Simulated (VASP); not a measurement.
Input of a VASP 6.6.1 run:

INCAR

```
SYSTEM = AlNi
PREC = Accurate ; ENCUT = 520
EDIFF = 1E-6 ; ISMEAR = -1
SIGMA = 0.1 ; LREAL = .False.
LASPH = .True. ; NELM = 150
ALGO = Normal ; ISIF = 2
LWAVE = .False. ; LCHARG = .False.
ISPIN = 2 ; MAGMOM = 0 1
LORBIT = 11 ; LMAXMIX = 4
GGA = PS ; NBANDS = 18
```

Contents of KPOINTS:

```
regular mesh
0
Gamma
  11 11 11
  0 0 0
```

POSCAR

```
AlNi
1.0
    2.8810000000      0.0000000000      0.0000000000
    0.0000000000      2.8810000000      0.0000000000
    0.0000000000      0.0000000000      2.8810000000
Al Ni
1 1
Direct
    0.0000000000      0.0000000000      0.0000000000
    0.5000000000      0.5000000000      0.5000000000
```

Potentials or basis: VASP PAW PBE potentials, release 64 (Al, Ni).

Run with:

```bash
$ cat potpaw_PBE.64/Al/POTCAR potpaw_PBE.64/Ni/POTCAR > POTCAR
$ mpirun -np 1 vasp_std > vasp.out
```

(1) What does it give for the pressure?

(2) Estimate the net moment.

Results:

(1) -2.9 GPa.

(2) 0.00 μB per cell.

Caveat: the PAW data sets were made with another functional, which shifts forces and pressure a little.
